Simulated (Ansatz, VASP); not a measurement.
Two plane-wave programs on Sn4As

```xyz
5
Lattice="-3.1943 3.1943 3.1943 3.1943 -3.1943 3.1943 3.1943 3.1943 -3.1943" Properties=species:S:1:pos:R:3 pbc="T T T"
Sn    1.5971    1.5971   -1.5971
Sn   -1.5971    1.5971    1.5971
Sn    1.5971    1.5971    1.5971
Sn    1.5971   -1.5971    1.5971
As    0.0000    0.0000    0.0000
```

Change from the starting cell: species swapped into the NiHg4 type (Im-3m, No. 229).

Alike in both runs: task relaxation of cell and atoms; functional PBE; k mesh 4 × 4 × 4; occupations gaussian, width 0.1 eV; no spin polarisation.

```csv
,VASP,Ansatz
version,VASP 6.6.1,Ansatz 0.2.0
potentials or method,"VASP PAW PBE potentials, release 64 (Sn_d, As), cutoff 600 eV","scalar-relativistic, plane waves, PAW"
valence electrons in the cell,61,71
```

VASP gave:

- gap on the k mesh at the Fermi level, each at its own relaxed structure (eV): none
- relaxed volume (Å³/atom): 30.95
- relaxed length of the cell vector where the two differ most in proportion (Å): 5.858

Q: Estimate Ansatz's values.

A: gap on the k mesh at the Fermi level, each at its own relaxed structure (eV): none; relaxed volume (Å³/atom): 30.76; relaxed length of the cell vector where the two differ most in proportion (Å): 5.846.

A gap of «none» marks a metal or a gap that the smearing closes. VASP's potentials hold 61 valence electrons a cell and Ansatz's 71, so a difference there can come from the potentials and not from the codes.

Noted on VASP's run: the volume moved by over 15 % at a fixed basis, so the end points are rough.
